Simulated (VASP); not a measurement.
# C (Cmmm) in VASP: a series of runs

Runs on C. Level: LDA. Tasks: single point.

Everything below comes from runs of VASP 6.6.1. Logs are shortened: lines on timing, memory, paths and dates and some standing lists are left out, and cuts for length are marked.

### Step 1. The cell of the first run

Symmetry: Cmmm, No. 65, orthorhombic system. The conventional cell has a = 3.891 Å, b = 8.667 Å, c = 2.486 Å, α = 90.00°, β = 90.00°, γ = 90.00°. Within 1.9 Å of C (site symmetry m) lie 4 C at 1.44 to 1.53 Å. C (site symmetry m) has 4 C at 1.44 to 1.55 Å within 1.9 Å.

### Step 2. Single point, LDA (strain -0.0750 x Voigt [1, 0, 0, 0, 0, 0])

File INCAR:

```
SYSTEM = C
PREC = Accurate
ENCUT = 520
EDIFF = 1E-7
ISMEAR = 0
SIGMA = 0.05
LREAL = .FALSE.
LASPH = .TRUE.
NELM = 80
ALGO = Normal
ISIF = 2
LWAVE = .FALSE.
LCHARG = .FALSE.
GGA = CA
NBANDS = 26
```

File KPOINTS:

```
Automatic mesh
0
G
  6 6 10
  0 0 0
```

File POSCAR:

```
C
1.0
    1.9455273048     -4.3337146136      0.0000000000
    1.9455273048      4.3337146136      0.0000000000
    0.0000000000      0.0000000000      2.4856616114
C
8
Direct
    0.6482879639      0.9815881366      0.0000000000
    0.3517120361      0.0184118634      0.0000000000
    0.0184118634      0.3517120361      0.0000000000
    0.9815881366      0.6482879639      0.0000000000
    0.4045540954      0.2260768148      0.5000000000
    0.5954459046      0.7739231852      0.5000000000
    0.7739231852      0.5954459046      0.5000000000
    0.2260768148      0.4045540954      0.5000000000
```

Potentials or basis: VASP PAW LDA potentials, release 64 (C).

Launch:

```sh
cat potpaw_LDA.64/C/POTCAR > POTCAR
mpirun -np 1 vasp_std > vasp.out
```

OUTCAR:

```text
SYSTEM = C
   PREC = Accurate
   ENCUT = 520
   EDIFF = 1E-7
   ISMEAR = 0
   LREAL = .FALSE.
   LASPH = .TRUE.
   NELM = 80
   ISIF = 2
   GGA = CA

 ion  position               nearest neighbor table
   1  0.648  0.982  0.000-   3 1.44   6 1.50   6 1.50   2 1.53
   2  0.352  0.018  0.000-   4 1.44   5 1.50   5 1.50   1 1.53
   3  0.018  0.352  0.000-   1 1.44   8 1.50   8 1.50   4 1.53
   4  0.982  0.648  0.000-   2 1.44   7 1.50   7 1.50   3 1.53
   5  0.405  0.226  0.500-   7 1.44   2 1.50   2 1.50   8 1.55
   6  0.595  0.774  0.500-   8 1.44   1 1.50   1 1.50   7 1.55
   7  0.774  0.595  0.500-   5 1.44   4 1.50   4 1.50   6 1.55
   8  0.226  0.405  0.500-   6 1.44   3 1.50   3 1.50   5 1.55

  LATTYP: Found a base centered orthorhombic cell.
 ALAT       =     3.8910546096
 B/A-ratio  =     2.2275270066
 C/A-ratio  =     0.6388143732

  Lattice vectors:

 A1 = (   1.9455273048,  -4.3337146136,   0.0000000000)
 A2 = (   1.9455273048,   4.3337146136,   0.0000000000)
 A3 = (   0.0000000000,   0.0000000000,   2.4856616114)

Analysis of symmetry for initial positions (statically):
=====================================================================
 Subroutine PRICEL returns:
 Original cell was already a primitive cell.

 Routine SETGRP: Setting up the symmetry group for a
 base centered orthorhombic supercell.

 Subroutine GETGRP returns: Found  8 space group operations
 (whereof  8 operations were pure point group operations)
 out of a pool of  8 trial point group operations.

The static configuration has the point symmetry D_2h.

Analysis of symmetry for dynamics (positions and initial velocities):
=====================================================================
 Subroutine PRICEL returns:
 Original cell was already a primitive cell.

 Routine SETGRP: Setting up the symmetry group for a
 base centered orthorhombic supercell.

 Subroutine GETGRP returns: Found  8 space group operations
 (whereof  8 operations were pure point group operations)
 out of a pool of  8 trial point group operations.

The dynamic configuration has the point symmetry D_2h.

 Subroutine INISYM returns: Found  8 space group operations
 (whereof  8 operations are pure point group operations),
 and found     1 'primitive' translations

----------------------------------------------------------------------------------------
[... 104 lines left out ...]
   NELM   =     80;   NELMIN=  2; NELMDL= -5     # of ELM steps
   EDIFF  = 0.1E-06   stopping-criterion for ELM
   LREAL  =      F    real-space projection
   EDIFFG = 0.1E-05   stopping-criterion for IOM
   NSW    =      0    number of steps for IOM
   IBRION =     -1    ionic relax: 0-MD 1-quasi-New 2-CG
   NFREE  =      0    steps in history (QN), initial steepest desc. (CG)
   ISIF   =      2    stress and relaxation
   ISYM   =      2    0-nonsym 1-usesym 2-fastsym
   POTIM  = 0.5000    time-step for ionic-motion
   TEBEG  =    0.0;   TEEND  =   0.0 temperature during run
   PSTRESS=    0.0 pullay stress
   NELECT =      32.0000    total number of electrons
   NUPDOWN=      -1.0000    fix difference up-down
   EMIN   =  10.00;   EMAX   =-10.00  energy-range for DOS
   EFERMI =   0.00;   METHOD = LEGACY
   ISMEAR =     0;   SIGMA  =   0.05  broadening in eV -4-tet -1-fermi 0-gaus
   EFERMI_NEDOS =   21; number of points for ismear=-14 and -15
   IALGO  =     38    algorithm
   IMIX   =      4    mixing-type and parameters
     AMIX     =   0.40;   BMIX     =  1.00
     AMIX_MAG =   1.60;   BMIX_MAG =  1.00
  volume/ion in A,a.u.               =       5.24        35.36
  Fermi-wavevector in a.u.,A,eV,Ry     =   1.496241  2.827486 30.459876  2.238738
  Thomas-Fermi vector in A             =   2.608283
   LORBIT       =      0    0 simple, 1 ext, 2 COOP (PROOUT), +10 PAW based schemes
   GGA     = CA    functional components
   LHFCALC =     F    Hartree Fock is set to
   AEXX    =    0.0000 exact exchange contribution
   IVDW    =     0    specifies the selected vdW correction
   LEPSILON=     F    determine dielectric tensor
   LRPA    =     F    only Hartree local field effects (RPA)
 non-spin polarized calculation
 Gauss-broadening in eV      SIGMA  =   0.05
  energy-cutoff  :      520.00
  volume of cell :       41.92
 maximum number of plane-waves:      1152
   NGX = 17   NGY = 17   NGZ =  9

 number of electron      32.0000004 magnetization

 Free energy of the ion-electron system (eV)
  ---------------------------------------------------
  ext. energy  EPLUGINS =         0.00000000
  ---------------------------------------------------
  free energy    TOTEN  =       -78.62235672 eV

  energy without entropy =      -78.62235672  energy(sigma->0) =      -78.62235672

 E-fermi :  11.8069     XC(G=0): -13.8340

 val. band max:       11.5344797265   @ k =   0.5000   0.5000   0.0000
 cond. band min:      14.0017292498   @ k =   0.5000   0.5000   0.3000
 fundamental gap:      2.4672495233
 Fermi energy:        11.8069179323

 k-point     1 :       0.0000    0.0000    0.0000
  band No.  band energies     occupation
      1     -11.7366      2.00000
      2      -6.4281      2.00000
      3      -5.4382      2.00000
      4      -3.3248      2.00000
      5      -2.7068      2.00000
      6      -2.3407      2.00000
[... 685 lines left out ...]
     25      21.7660      0.00000
     26      21.8490      0.00000

 [... further k-points ...]
[... 5 lines left out ...]
  --------------------------------------------------------------------------------------
  -------------------------------------------------------------------------------------
  Total       33.0265002      1.8309524      1.2813899      0.0000000      0.0000000      0.0000000
  in kB     1262.4189251     69.9870993     48.9803892      0.0000000      0.0000000      0.0000000
  external PRESSURE =     460.4621379 kB  Pullay stress =       0.0000000 kB

 VOLUME and BASIS-vectors are now :
 -----------------------------------------------------------------------------
  energy-cutoff  :      520.00
  volume of cell :       41.92
      direct lattice vectors                 reciprocal lattice vectors
     1.945527305 -4.333714614  0.000000000     0.256999734 -0.115374464  0.000000000
     1.945527305  4.333714614  0.000000000     0.256999734  0.115374464  0.000000000
     0.000000000  0.000000000  2.485661611     0.000000000  0.000000000  0.402307376

 POSITION                                       TOTAL-FORCE (eV/Angst)
 -----------------------------------------------------------------------------------
      3.17097      1.44443      0.00000        -0.859192      0.237700     -0.000000
      0.72009     -1.44443      0.00000         0.859192     -0.237700      0.000000
      0.72009      1.44443      0.00000         0.859192      0.237700      0.000000
      3.17097     -1.44443      0.00000        -0.859192     -0.237700      0.000000
      1.22691     -0.77347      1.24283        -1.807129      0.201010      0.000000
      2.66414      0.77347      1.24283         1.807129     -0.201010     -0.000000
      2.66414     -0.77347      1.24283         1.807129      0.201010     -0.000000
      1.22691      0.77347      1.24283        -1.807129     -0.201010      0.000000
 -----------------------------------------------------------------------------------
    total drift:                                0.000000     -0.000000      0.000000

  FREE ENERGIE OF THE ION-ELECTRON SYSTEM (eV)
  ---------------------------------------------------
  free  energy   TOTEN  =       -78.6223567234 eV

  energy  without entropy=      -78.6223567234  energy(sigma->0) =      -78.62235672
```

OSZICAR:

```text
N       E                     dE             d eps       ncg     rms          rms(c)
DAV:   1     0.641447691167E+02    0.64145E+02   -0.17139E+04  4056   0.122E+03
DAV:   2    -0.778026625036E+02   -0.14195E+03   -0.13275E+03  5338   0.241E+02
DAV:   3    -0.830204929930E+02   -0.52178E+01   -0.51744E+01  5362   0.411E+01
DAV:   4    -0.830662500047E+02   -0.45757E-01   -0.45681E-01  5150   0.435E+00
DAV:   5    -0.830669579725E+02   -0.70797E-03   -0.70769E-03  5282   0.495E-01    0.131E+01
DAV:   6    -0.797367812344E+02    0.33302E+01   -0.23096E+00  4612   0.832E+00    0.756E+00
DAV:   7    -0.786231323668E+02    0.11136E+01   -0.25317E+00  4814   0.884E+00    0.184E+00
DAV:   8    -0.786225212956E+02    0.61107E-03   -0.73555E-02  5134   0.163E+00    0.296E-01
DAV:   9    -0.786223757625E+02    0.14553E-03   -0.27478E-03  5096   0.337E-01    0.630E-02
DAV:  10    -0.786223582652E+02    0.17497E-04   -0.26234E-04  4920   0.976E-02    0.242E-02
DAV:  11    -0.786223564121E+02    0.18531E-05   -0.11119E-05  5152   0.216E-02    0.917E-03
DAV:  12    -0.786223567116E+02   -0.29947E-06   -0.10117E-06  5154   0.695E-03    0.236E-03
DAV:  13    -0.786223567234E+02   -0.11839E-07   -0.12453E-07  3370   0.236E-03
   1 F= -.78622357E+02 E0= -.78622357E+02  d E =-.100072E-16
```

stdout:

```text
POSCAR found type information on POSCAR C
 POSCAR found :  1 types and       8 ions
 scaLAPACK will be used
 LDA part: xc-table for (Slater(with rela. corr.)+CA(PZ))
 , standard interpolation
 POSCAR, INCAR and KPOINTS ok, starting setup
 FFT: planning ... GRIDC
 FFT: planning ... GRID_SOFT
 FFT: planning ... GRID
 WAVECAR not read
 entering main loop
```

Wall time 71 s (1 thread of Intel Xeon 6975P-C, shared host); peak memory 0.17 GiB.

Results:

```yaml
Free_energy: -78.6224 eV
Pressure: 46.0 GPa
Largest_force: 1.818 eV/Å
Band_gap_on_the_k_mesh: 2.47 eV, indirect (least direct gap 3.99 eV)
```

Forces in eV/Å, atoms in the order of the input:
```
C   -0.859  0.238  0.000
C    0.859 -0.238  0.000
C    0.859  0.238  0.000
C   -0.859 -0.238  0.000
C   -1.807  0.201  0.000
C    1.807 -0.201  0.000
C    1.807  0.201  0.000
C   -1.807 -0.201  0.000
```

Levels at points of the mesh, in eV from the valence-band top:
```tsv
k point	band 14	band 15	band 16	band 17	band 18	band 19
(0.00, 0.00, 0.00)	-2.42	-2.13	-2.09	3.36	3.71	3.79
(0.50, 0.00, 0.00)	-4.01	-3.46	-3.08	4.63	5.32	5.52
(0.50, 0.50, 0.00)	-0.93	-0.58	0.00	3.99	4.07	5.84
(0.00, 0.00, 0.50)	-7.33	-3.37	-3.28	6.48	6.78	6.89
(0.50, 0.00, 0.50)	-4.98	-4.86	-3.64	5.95	6.16	6.35
(0.50, 0.50, 0.50)	-6.61	-5.52	-5.40	2.89	3.43	3.88
```

Caveat: the cell differs from its parent crystal (strain -0.0750 x Voigt [1, 0, 0, 0, 0, 0]); forces of over 1 eV/Å act on the atoms, so gaps and moduli don't describe the material at rest.

### Step 3. Single point, LDA (strain -0.0375 x Voigt [1, 0, 0, 0, 0, 0])

File INCAR:

```
SYSTEM = C
ALGO     = Normal         ! electronic algorithm
EDIFF    = 1E-6           ! SCF threshold, eV
ENCUT    = 520            ! plane-wave cutoff, eV
ISIF     = 2              ! what is computed and relaxed
ISMEAR   = 0              ! smearing method
LASPH    = .True.         ! aspherical terms in the spheres
LCHARG   = .False.        ! write CHGCAR
LREAL    = .False.        ! projectors in reciprocal space
LWAVE    = .False.        ! write WAVECAR
NBANDS   = 26             ! bands
NELM     = 60             ! most SCF steps
PREC     = Accurate       ! precision mode
SIGMA    = 0.05           ! smearing width, eV
```

File KPOINTS:

```
k-points
0
Gamma
  6 6 10
  0 0 0
```

POSCAR: that of step 2 with these lines changed.

```diff
@@ -2,4 +2,4 @@
 1.0
-    1.9455273048     -4.3337146136      0.0000000000
-    1.9455273048      4.3337146136      0.0000000000
+    2.0244000334     -4.3337146136      0.0000000000
+    2.0244000334      4.3337146136      0.0000000000
     0.0000000000      0.0000000000      2.4856616114
```

Potentials or basis: VASP PAW LDA potentials, release 64 (C).

Launch:

```sh
cat potpaw_LDA.64/C/POTCAR > POTCAR
mpirun -np 1 vasp_std > vasp.out
```

Run time: 54 s. Hardware: 1 thread of Intel Xeon 6975P-C, shared host; peak memory 0.17 GiB.

It converged, with:

- Free energy: -79.5693 eV
- Pressure: 20.8 GPa
- Largest force: 0.693 eV/Å
- Band gap on the k mesh: 2.77 eV, indirect (least direct gap 4.50 eV)

Forces in eV/Å, atoms in the order of the input:
```
C   -0.213  0.115  0.000
C    0.213 -0.115  0.000
C    0.213  0.115  0.000
C   -0.213 -0.115  0.000
C   -0.688  0.085  0.000
C    0.688 -0.085  0.000
C    0.688  0.085  0.000
C   -0.688 -0.085  0.000
```

Stress tensor (GPa, compression positive):
```
54.99  0.00  0.00
 0.00  4.23  0.00
 0.00  0.00  3.19
```

Levels at points of the mesh, in eV from the valence-band top:
```
           k point  band 12  band 13  band 14  band 15  band 16  band 17  band 18  band 19  band 20  band 21
(0.00, 0.00, 0.00)    -3.93    -2.62    -2.29    -1.97    -1.63     4.08     4.33     4.49     6.34     7.97
(0.50, 0.00, 0.00)    -4.34    -3.98    -3.41    -2.91    -2.87     4.88     5.78     5.91     6.79     6.86
(0.50, 0.50, 0.00)    -5.59    -3.33    -0.50    -0.44     0.00     4.69     4.69     6.35     6.94     7.19
(0.00, 0.00, 0.50)    -7.14    -6.74    -6.67    -3.35    -3.17     7.01     7.05     7.33     7.54     8.42
(0.50, 0.00, 0.50)    -6.05    -5.12    -4.89    -4.71    -3.39     5.88     6.29     6.56     6.83     7.38
(0.50, 0.50, 0.50)    -6.42    -6.19    -5.91    -5.54    -5.34     3.59     3.83     4.48     5.29    10.73
```

Caveat: the cell differs from its parent crystal (strain -0.0375 x Voigt [1, 0, 0, 0, 0, 0]).

### Step 4. Single point, LDA (strain +0.0375 x Voigt [1, 0, 0, 0, 0, 0])

File INCAR:

```
PREC = Accurate
ENCUT = 520
EDIFF = 1E-6
ISMEAR = 0
SIGMA = 0.05
LREAL = F
LASPH = T
NELM = 80
ALGO = Normal
ISIF = 2
LWAVE = F
LCHARG = F
GGA = CA
NBANDS = 26
```

File KPOINTS:

```
regular mesh
0
Gamma
  6 6 10
```

POSCAR: that of step 3 with these lines changed.

```diff
@@ -2,4 +2,4 @@
 1.0
-    2.0244000334     -4.3337146136      0.0000000000
-    2.0244000334      4.3337146136      0.0000000000
+    2.1821454906     -4.3337146136      0.0000000000
+    2.1821454906      4.3337146136      0.0000000000
     0.0000000000      0.0000000000      2.4856616114
```

Launch:

```sh
cat potpaw_LDA.64/C/POTCAR > POTCAR
mpirun -np 1 vasp_std > vasp.out
```

Wall time 64 s (1 thread of Intel Xeon 6975P-C, shared host); peak memory 0.18 GiB.

The run converged. Its results:

```
Free energy            : -79.6546 eV
Pressure               : -13.1 GPa
Largest force          : 0.312 eV/Å
Band gap on the k mesh : 3.26 eV, indirect (least direct gap 4.75 eV)
```

Forces on the atoms (eV/Å):
```
C   -0.084 -0.116  0.000
C    0.084  0.116  0.000
C    0.084 -0.116  0.000
C   -0.084  0.116  0.000
C    0.305 -0.067  0.000
C   -0.305  0.067  0.000
C   -0.305 -0.067  0.000
C    0.305  0.067  0.000
```

Stress tensor (GPa, compression positive):
```
-38.50   0.00   0.00
  0.00  -1.03   0.00
  0.00   0.00   0.10
```

Levels at points of the mesh, in eV from the valence-band top:
```
           k point  band 12  band 13  band 14  band 15  band 16  band 17  band 18  band 19  band 20  band 21
(0.00, 0.00, 0.00)    -2.62    -2.02    -1.72    -1.52    -0.93     4.27     5.25     5.33     5.60     8.16
(0.50, 0.00, 0.00)    -3.72    -3.33    -2.51    -2.43    -2.01     4.72     6.40     6.42     7.00     7.34
(0.50, 0.50, 0.00)    -4.48    -3.09    -0.14    -0.05     0.00     5.20     5.44     5.83     6.20     7.15
(0.00, 0.00, 0.50)    -5.97    -5.56    -5.52    -3.31    -2.93     7.09     7.79     8.05     8.19     8.27
(0.50, 0.00, 0.50)    -5.51    -4.83    -4.65    -4.32    -2.92     4.79     5.32     6.78     6.83     6.90
(0.50, 0.50, 0.50)    -5.57    -5.20    -5.19    -4.74    -4.72     4.36     4.74     5.55     5.68     8.54
```

Caveat: the cell differs from its parent crystal (strain +0.0375 x Voigt [1, 0, 0, 0, 0, 0]).

### Step 5. Single point, LDA (strain +0.0750 x Voigt [1, 0, 0, 0, 0, 0])

File INCAR:

```
ALGO = Normal ; EDIFF = 1E-7
ENCUT = 520 ; GGA = CA
ISIF = 2 ; ISMEAR = 0
LASPH = T ; LCHARG = F
LREAL = F ; LWAVE = F
NBANDS = 26 ; NELM = 100
PREC = Accurate ; SIGMA = 0.05
```

File KPOINTS:

```
k-points
0
Gamma
  6 6 10
```

POSCAR: that of step 4 with these lines changed.

```diff
@@ -2,4 +2,4 @@
 1.0
-    2.1821454906     -4.3337146136      0.0000000000
-    2.1821454906      4.3337146136      0.0000000000
+    2.2610182192     -4.3337146136      0.0000000000
+    2.2610182192      4.3337146136      0.0000000000
     0.0000000000      0.0000000000      2.4856616114
```

Launch:

```sh
cat potpaw_LDA.64/C/POTCAR > POTCAR
mpirun -np 1 vasp_std > vasp.out
```

Run time: 74 s. Hardware: 1 thread of Intel Xeon 6975P-C, shared host; peak memory 0.18 GiB.

The run converged. Its results:

```
Free energy            : -79.0843 eV
Pressure               : -24.2 GPa
Largest force          : 0.475 eV/Å
Band gap on the k mesh : 3.19 eV, indirect (least direct gap 3.94 eV)
```

Forces in eV/Å, atoms in the order of the input:
```
C   -0.417 -0.229  0.000
C    0.417  0.229  0.000
C    0.417 -0.229  0.000
C   -0.417  0.229  0.000
C    0.362 -0.113  0.000
C   -0.362  0.113  0.000
C   -0.362 -0.113  0.000
C    0.362  0.113  0.000
```

Stress tensor (GPa, compression positive):
```
-68.05   0.00   0.00
  0.00  -3.38   0.00
  0.00   0.00  -1.21
```

Levels at points of the mesh, in eV from the valence-band top:
```tsv
k point	band 13	band 14	band 15	band 16	band 17	band 18	band 19	band 20
(0.00, 0.00, 0.00)	-2.00	-1.71	-1.20	-0.81	3.19	5.60	5.61	5.89
(0.50, 0.00, 0.00)	-3.04	-2.47	-2.14	-1.76	4.37	6.33	6.51	6.98
(0.50, 0.50, 0.00)	-3.08	-0.23	-0.11	0.00	4.22	5.27	5.44	6.17
(0.00, 0.00, 0.50)	-5.22	-5.11	-3.42	-2.93	6.89	7.11	7.50	7.94
(0.50, 0.00, 0.50)	-4.79	-4.63	-4.23	-2.81	4.17	4.68	6.08	6.27
(0.50, 0.50, 0.50)	-5.24	-4.81	-4.34	-4.23	4.44	5.08	5.70	5.86
```

Caveat: the cell differs from its parent crystal (strain +0.0750 x Voigt [1, 0, 0, 0, 0, 0]). A k mesh can miss the band edges.

### Step 6. Overview

| cell | gap on the mesh (eV) | pressure (GPa) | largest force (eV/Å) |
| --- | --- | --- | --- |
| a = 4.750, b = 4.750, c = 2.486 Å, angles 90.0, 90.0, 131.6°, 8 atoms | 2.47 | 46.0 | 1.82 |
| a = 4.783, b = 4.783, c = 2.486 Å, angles 90.0, 90.0, 129.9°, 8 atoms | 2.77 | 20.8 | 0.69 |
| a = 4.852, b = 4.852, c = 2.486 Å, angles 90.0, 90.0, 126.5°, 8 atoms | 3.26 | -13.1 | 0.31 |
| a = 4.888, b = 4.888, c = 2.486 Å, angles 90.0, 90.0, 124.9°, 8 atoms | 3.19 | -24.2 | 0.48 |

Alike in all rows: task single point; level LDA; potentials or basis VASP PAW LDA potentials, release 64 (C); no spin polarisation; k mesh 6 × 6 × 10; cutoff (eV) 520; smearing gaussian 0.05 eV.

Caveats: forces of over 1 eV/Å act on the atoms, so gaps and moduli don't describe the material at rest (some runs).

Total energies depend on the potentials used, so only differences within one code and one set of settings carry meaning.
